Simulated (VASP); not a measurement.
Sr2NbO2:

```
CELL_PARAMETERS angstrom
3.95455 0.00000 0.00000
-1.97727 3.42474 0.00000
0.00000 0.00000 9.53788
ATOMIC_POSITIONS crystal
Sr 0.33333 0.66667 0.28325
Sr 0.66667 0.33333 0.71675
Nb 0.00000 0.00000 0.00000
O 0.00000 0.00000 0.20321
O 0.00000 0.00000 0.79679
```

The cell was built from a structure type or drawn by symmetry, and may not be a known phase.

* Program: VASP 6.6.1
* Task: relaxation of cell and atoms
* Functional: PBE
* Potentials or basis: VASP PAW PBE potentials, release 64 (Sr_sv, Nb_sv, O)
* Cutoff: 600 eV
* k mesh: 12 × 12 × 4
* Occupations: gaussian, width 0.1 eV
* Spin: no spin polarisation

At the start: pressure 0.4 GPa; volume 25.83 Å³/atom.

Task: How do energy, volume and symmetry change on relaxing?

Result: Over 29 steps the energy falls by 4.3 meV/atom and the volume is 25.58 Å³/atom (-1.0 %); space group P-3m1 (No. 164, to 0.1 Å) before and after.

The path:
| step | energy change (eV) | largest force (eV/Å) | pressure (GPa) | volume (Å³) |
| --- | --- | --- | --- | --- |
| 1 | 0.0000 | 0.2584 | 0.40 | 129.17 |
| 2 | -0.0093 | 0.1306 | -0.08 | 130.37 |
| 3 | -0.0098 | 0.0919 | -0.21 | 130.73 |
| 4 | -0.0145 | 0.0828 | -0.47 | 130.54 |
| 5 | -0.0157 | 0.1656 | -0.67 | 130.38 |
| 6 | -0.0180 | 0.1079 | -0.49 | 129.88 |
| 7 | -0.0203 | 0.0310 | -0.13 | 128.89 |
| 8 | -0.0204 | 0.0400 | -0.04 | 128.61 |
| 9 | -0.0204 | 0.0464 | -0.03 | 128.56 |
| 10 | -0.0204 | 0.0503 | -0.01 | 128.52 |
| 11 | -0.0205 | 0.0421 | -0.02 | 128.46 |
| 12 | -0.0207 | 0.0289 | -0.01 | 128.28 |
| 13 | -0.0208 | 0.0391 | 0.00 | 127.92 |
| 14 | -0.0208 | 0.0285 | 0.01 | 128.04 |
| 15 | -0.0209 | 0.0264 | 0.00 | 128.00 |
| 16 | -0.0211 | 0.0200 | 0.06 | 127.85 |
| 17 | -0.0212 | 0.0454 | 0.15 | 127.56 |
| 18 | -0.0214 | 0.0287 | 0.09 | 127.59 |
| 19 | -0.0214 | 0.0147 | 0.04 | 127.61 |
| 20 | -0.0214 | 0.0111 | 0.04 | 127.65 |
| 21 | -0.0215 | 0.0074 | -0.01 | 127.77 |
| 22 | -0.0215 | 0.0110 | 0.00 | 127.82 |
| 23 | -0.0215 | 0.0235 | -0.05 | 127.93 |
| 24 | -0.0215 | 0.0165 | -0.07 | 127.88 |
| 25 | -0.0215 | 0.0126 | -0.06 | 127.85 |
| 26 | -0.0215 | 0.0116 | -0.05 | 127.84 |
| 27 | -0.0215 | 0.0117 | -0.04 | 127.83 |
| 28 | -0.0215 | 0.0077 | -0.02 | 127.84 |
| 29 | -0.0215 | 0.0041 | 0.00 | 127.88 |

Final structure:
```
Sr Nb O
1.0
     3.91425    0.00000    0.00000
    -1.95712    3.38984    0.00000
     0.00000    0.00000    9.63787
Sr Nb O
2 1 2
Direct
  0.33333 0.66667 0.29013
  0.66667 0.33333 0.70987
  0.00000 0.00000 0.00000
  0.00000 0.00000 0.20070
  0.00000 0.00000 0.79930
```

Caveat: an odd number of electrons without spin polarisation forces a metal; a magnetic or distorted state may lie lower.
